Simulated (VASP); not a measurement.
# MgO (P2_1) in VASP: further runs, part 2 of 2

VASP 6.6.1. The steps go on from the part before.

## 3. Single point, PBEsol (mode 4 frozen in at -0.072 Å and mode 5 at -0.036 Å (largest displacements))

File INCAR:

```
SYSTEM = MgO
ALGO = Normal
EDIFF = 1E-6
ENCUT = 520
GGA = PS
ISIF = 2
ISMEAR = 0
LASPH = .TRUE.
LCHARG = .FALSE.
LREAL = .FALSE.
LWAVE = .FALSE.
NBANDS = 16
NELM = 60
PREC = Accurate
SIGMA = 0.05
```

File KPOINTS:

```
k-points
0
G
  9 9 6
  0 0 0
```

File POSCAR:

```
MgO
1.0
    3.3034677759      0.0000000000      0.0000000000
   -1.6517338880      2.8608870145      0.0000000000
    0.0000000000      0.0000000000      5.0193881071
Mg O
2 2
Direct
    0.3052463000      0.6540831568      0.0036583441
    0.6947537000      0.3459168432      0.5036583441
    0.3593897243      0.6783404112      0.4009416559
    0.6406102757      0.3216595888      0.9009416559
```

Potentials or basis: VASP PAW PBE potentials, release 64 (Mg, O).

Started as:

```console
> cat potpaw_PBE.64/Mg/POTCAR potpaw_PBE.64/O/POTCAR > POTCAR
> mpirun -np 1 vasp_std > vasp.out
```

OUTCAR:

```text
SYSTEM = MgO
   EDIFF = 1E-6
   ENCUT = 520
   GGA = PS
   ISIF = 2
   ISMEAR = 0
   LASPH = .TRUE.
   LREAL = .FALSE.
   NELM = 60
   PREC = Accurate

 ion  position               nearest neighbor table
   1  0.305  0.654  0.004-   4 1.97   4 1.98   4 1.98   3 2.00   2 3.06   2 3.06   2 3.20   2 3.20
                             2 3.21   2 3.21
   2  0.695  0.346  0.504-   3 1.97   3 1.98   3 1.98   4 2.00   1 3.06   1 3.06   1 3.20   1 3.20
                             1 3.21   1 3.21
   3  0.359  0.678  0.401-   2 1.97   2 1.98   2 1.98   1 2.00
   4  0.641  0.322  0.901-   1 1.97   1 1.98   1 1.98   2 2.00

  LATTYP: Found a hexagonal cell.
 ALAT       =     3.3034677759
 C/A-ratio  =     1.5194300195

  Lattice vectors:

 A1 = (   3.3034677759,   0.0000000000,   0.0000000000)
 A2 = (  -1.6517338880,   2.8608870145,   0.0000000000)
 A3 = (   0.0000000000,   0.0000000000,   5.0193881071)

Analysis of symmetry for initial positions (statically):
=====================================================================
 Subroutine PRICEL returns:
[... 174 lines left out ...]
  free energy    TOTEN  =       -24.51649156 eV

  energy without entropy =      -24.51649156  energy(sigma->0) =      -24.51649156

 E-fermi :   1.2704     XC(G=0):  -9.9604

 val. band max:        1.0009360908   @ k =   0.0000   0.0000   0.0000
 cond. band min:       4.3118402451   @ k =   0.0000   0.0000   0.0000
 fundamental gap:      3.3109041543
 Fermi energy:         1.2703815968

 k-point     1 :       0.0000    0.0000    0.0000
  band No.  band energies     occupation
      1     -15.1696      2.00000
      2     -14.3574      2.00000
      3      -2.3235      2.00000
      4       0.2096      2.00000
      5       0.2786      2.00000
      6       0.4914      2.00000
[... 433 lines left out ...]
      3      -1.8107      2.00000
      4      -1.1286      2.00000
      5      -0.9349      2.00000
      6      -0.3670      2.00000
[... 8 lines left out ...]
     15      14.9613      0.00000
     16      16.6774      0.00000

 [... further k-points ...]
[... 5 lines left out ...]
  --------------------------------------------------------------------------------------
  -------------------------------------------------------------------------------------
  Total       -0.1845750     -0.1322285     -0.0610147     -0.0299468      0.0000000      0.0000000
  in kB       -6.2339302     -4.4659508     -2.0607423     -1.0114389      0.0000000      0.0000000
  external PRESSURE =      -4.2535411 kB  Pullay stress =       0.0000000 kB

 VOLUME and BASIS-vectors are now :
 -----------------------------------------------------------------------------
  energy-cutoff  :      520.00
  volume of cell :       47.44
      direct lattice vectors                 reciprocal lattice vectors
     3.303467776  0.000000000  0.000000000     0.302712201  0.174770971  0.000000000
    -1.651733888  2.860887014  0.000000000     0.000000000  0.349541941  0.000000000
     0.000000000  0.000000000  5.019388107     0.000000000  0.000000000  0.199227471

 POSITION                                       TOTAL-FORCE (eV/Angst)
 -----------------------------------------------------------------------------------
     -0.07200      1.87126      0.01836         0.254579      0.131748      0.038713
      1.72373      0.98963      2.52806        -0.254579     -0.131748      0.038713
      0.06679      1.94066      2.01248        -0.135465     -0.065212     -0.038713
      1.58494      0.92023      4.52218         0.135465      0.065212     -0.038713
 -----------------------------------------------------------------------------------
    total drift:                               -0.000000     -0.000000      0.001140

  FREE ENERGIE OF THE ION-ELECTRON SYSTEM (eV)
  ---------------------------------------------------
  free  energy   TOTEN  =       -24.5164915579 eV

  energy  without entropy=      -24.5164915579  energy(sigma->0) =      -24.51649156
```

It took 2.4 min on 1 thread of Intel Xeon 8259CL, shared host; peak memory 0.26 GiB.

Results:

```
Free energy            : -24.5165 eV
Pressure               : -0.4 GPa
Largest force          : 0.289 eV/Å
Band gap on the k mesh : 3.31 eV, direct
```

Forces in eV/Å, atoms in the order of the input:
```
Mg   0.255  0.132  0.039
Mg  -0.255 -0.132  0.039
O   -0.135 -0.065 -0.039
O    0.135  0.065 -0.039
```

Stress tensor (GPa, compression positive):
```
-0.62 -0.10  0.00
-0.10 -0.45  0.00
 0.00  0.00 -0.21
```

Levels at points of the mesh, in eV from the valence-band top:
```csv
k point,band 6,band 7,band 8,band 9,band 10,band 11
"(0.00, 0.00, 0.00)",-0.51,-0.35,0.00,3.31,8.34,10.11
"(0.00, 0.00, 0.50)",-0.61,-0.58,-0.58,5.82,5.82,12.97
```

Caveat: the cell differs from its parent crystal (mode 4 frozen in at -0.072 Å and mode 5 at -0.036 Å (largest displacements)); the PAW data sets were made with another functional, which shifts forces and pressure a little.

## 4. Single point, PBEsol (mode 4 frozen in at -0.036 Å and mode 5 at +0.072 Å (largest displacements))

File INCAR:

```
  ALGO = Normal
  EDIFF = 1E-6
  ENCUT = 520
  GGA = PS
  ISIF = 2
  ISMEAR = 0
  LASPH = T
  LCHARG = F
  LREAL = F
  LWAVE = F
  NBANDS = 16
  NELM = 100
  PREC = Accurate
  SIGMA = 0.05
```

File KPOINTS:

```
k-points
0
Gamma
  9 9 6
```

File POSCAR:

```
MgO
1.0
    3.3034677759      0.0000000000      0.0000000000
   -1.6517338880      2.8608870145      0.0000000000
    0.0000000000      0.0000000000      5.0193881071
Mg O
2 2
Direct
    0.3350192040      0.6918336864      0.0036583441
    0.6649807960      0.3081663136      0.5036583441
    0.3317693481      0.6433191775      0.4009416559
    0.6682306519      0.3566808225      0.9009416559
```

Started as:

```console
> cat potpaw_PBE.64/Mg/POTCAR potpaw_PBE.64/O/POTCAR > POTCAR
> mpirun -np 1 vasp_std > vasp.out
```

It took 90 s on 1 thread of Intel Xeon Platinum 8488C (Sapphire Rapids), shared host; peak memory 0.25 GiB.

It converged, with:

```yaml
Free_energy: -24.5170 eV
Pressure: -0.4 GPa
Largest_force: 0.272 eV/Å
Band_gap_on_the_k_mesh: 3.31 eV, direct
```

Forces in eV/Å, atoms in the order of the input:
```
Mg   0.101 -0.250  0.039
Mg  -0.101  0.250  0.039
O   -0.082  0.138 -0.039
O    0.082 -0.138 -0.039
```

Stress tensor (GPa, compression positive):
```
-0.46  0.18  0.00
 0.18 -0.59  0.00
 0.00  0.00 -0.22
```

Levels at points of the mesh, in eV from the valence-band top:
| k point | band 6 | band 7 | band 8 | band 9 | band 10 | band 11 |
| --- | --- | --- | --- | --- | --- | --- |
| (0.00, 0.00, 0.00) | -0.51 | -0.36 | 0.00 | 3.31 | 8.34 | 10.11 |
| (0.00, 0.00, 0.50) | -0.61 | -0.58 | -0.58 | 5.82 | 5.82 | 12.97 |

Caveat: the cell differs from its parent crystal (mode 4 frozen in at -0.036 Å and mode 5 at +0.072 Å (largest displacements)); the PAW data sets were made with another functional, which shifts forces and pressure a little.

## 5. Single point, PBEsol (mode 4 frozen in at -0.036 Å and mode 5 at -0.072 Å (largest displacements))

File INCAR:

```
SYSTEM = MgO
PREC = Accurate
ENCUT = 520
EDIFF = 1E-6
ISMEAR = 0
SIGMA = 0.05
LREAL = .False.
LASPH = .True.
NELM = 60
ALGO = Normal
ISIF = 2
LWAVE = .False.
LCHARG = .False.
GGA = PS
NBANDS = 16
```

File KPOINTS:

```
regular mesh
0
Gamma
  9 9 6
  0 0 0
```

File POSCAR:

```
MgO
1.0
    3.3034677759      0.0000000000      0.0000000000
   -1.6517338880      2.8608870145      0.0000000000
    0.0000000000      0.0000000000      5.0193881071
Mg O
2 2
Direct
    0.3098521842      0.6414996469      0.0036583441
    0.6901478158      0.3585003531      0.5036583441
    0.3551168372      0.6900141558      0.4009416559
    0.6448831628      0.3099858442      0.9009416559
```

Started as:

```console
> cat potpaw_PBE.64/Mg/POTCAR potpaw_PBE.64/O/POTCAR > POTCAR
> mpirun -np 1 vasp_std > vasp.out
```

It took 2 min on 1 thread of Intel Xeon Platinum 8488C (Sapphire Rapids), shared host; peak memory 0.26 GiB.

The run converged. Its results:

```
Free energy            : -24.5172 eV
Pressure               : -0.4 GPa
Largest force          : 0.265 eV/Å
Band gap on the k mesh : 3.31 eV, direct
```

Forces in eV/Å, atoms in the order of the input:
```
Mg   0.136  0.223  0.038
Mg  -0.136 -0.223  0.038
O   -0.063 -0.151 -0.038
O    0.063  0.151 -0.038
```

Stress tensor (GPa, compression positive):
```
-0.36 -0.13  0.00
-0.13 -0.69  0.00
 0.00  0.00 -0.22
```

Levels at points of the mesh, in eV from the valence-band top:
| k point | band 5 | band 6 | band 7 | band 8 | band 9 | band 10 | band 11 | band 12 |
| --- | --- | --- | --- | --- | --- | --- | --- | --- |
| (0.00, 0.00, 0.00) | -0.72 | -0.51 | -0.36 | 0.00 | 3.31 | 8.34 | 10.11 | 13.78 |
| (0.00, 0.00, 0.50) | -0.61 | -0.61 | -0.58 | -0.58 | 5.82 | 5.82 | 12.97 | 12.97 |

Caveat: the cell differs from its parent crystal (mode 4 frozen in at -0.036 Å and mode 5 at -0.072 Å (largest displacements)); the PAW data sets were made with another functional, which shifts forces and pressure a little. A k mesh can miss the band edges.
